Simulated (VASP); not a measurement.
A run of VASP 6.6.1 is set up as follows.

Contents of INCAR:

```
PREC = Accurate ; ENCUT = 520
EDIFF = 1E-6 ; ISMEAR = -1
SIGMA = 0.1 ; LREAL = Auto
LASPH = T ; NELM = 60
ALGO = Normal ; ISIF = 2
LWAVE = F ; LCHARG = T
GGA = PE ; LELF = T
LVHAR = T ; NBANDS = 96
```

The input KPOINTS:

```
Automatic mesh
0
Gamma
  3 3 1
```

POSCAR

```
SiW8C8Cl2
1.0
    5.8006000000      0.0000000000      0.0000000000
   -2.9003000000      5.0234670000      0.0000000000
    0.0000000000      0.0000000000     16.2466500000
W C Si Cl
8 8 1 2
Direct
    0.0000000000      0.0000000000      0.0615511505
    0.0309806275      0.0136559074      0.2316785307
   -0.0000119541      0.4999933313      0.0615511505
    0.0273584756      0.4997743590      0.2380429196
    0.5000000000      0.0000000000      0.0615511505
    0.5184139947      0.0056932792      0.2354516162
    0.5000052854      0.4999933313      0.0615511505
    0.5126439129      0.5018247358      0.2313769300
    0.3561922532      0.1800947433      0.1413768377
    0.3612079395      0.1611635948      0.3156343000
    0.3375751609      0.6577728091      0.1418815571
    0.3566313632      0.6931268783      0.3206014778
    0.8582117990      0.1743417445      0.1418384713
    0.8517488003      0.1703803369      0.3177393493
    0.8674365175      0.6803269535      0.1379976795
    0.8446131047      0.6816407871      0.3011390040
    0.3461346666      0.3818876485      0.3827496745
   -0.1088362861      0.1987671065      0.4247214041
    0.5150351566      0.5454997515      0.4948343197
```

Potentials or basis: VASP PAW PBE potentials, release 64 (W_sv, C, Si, Cl).

Launch:

```sh
$ cat potpaw_PBE.64/W_sv/POTCAR potpaw_PBE.64/C/POTCAR potpaw_PBE.64/Si/POTCAR potpaw_PBE.64/Cl/POTCAR > POTCAR
$ mpirun -np 1 vasp_std > vasp.out
```

Question: What does it give for the largest force?

Answer: 3.703 eV/Å.

Question: Estimate the band gap on the k mesh.

Answer: Zero (bands 81 and 82 overlap by 0.56 eV).

Forces in eV/Å, atoms in the order of the input:
```
W    0.810  0.568 -1.604
W   -0.750 -1.066  1.969
W    1.096 -0.160 -1.149
W   -1.734  1.577  0.337
W    0.910  0.110 -0.283
W    0.818 -0.632  1.288
W    0.796  0.361 -1.467
W    1.161  1.384  0.863
C   -0.221 -0.883  0.280
C   -0.573 -0.372 -0.910
C    0.055  0.987  0.421
C    0.685 -2.796 -0.809
C   -1.138 -0.304  0.841
C   -0.203 -0.360 -1.768
C   -1.403 -0.757  1.476
C    0.750 -0.321 -0.572
Si  -1.692  3.203  0.768
Cl   0.286 -0.137  0.145
Cl   0.345 -0.401  0.174
```

Caveat: the k points lie up to 0.42 Å⁻¹ apart, too coarse for converged energies and pressures of a metal; the atoms stand as in a frame of molecular dynamics; spin-orbit coupling is left out, which moves the levels of the heavy elements.
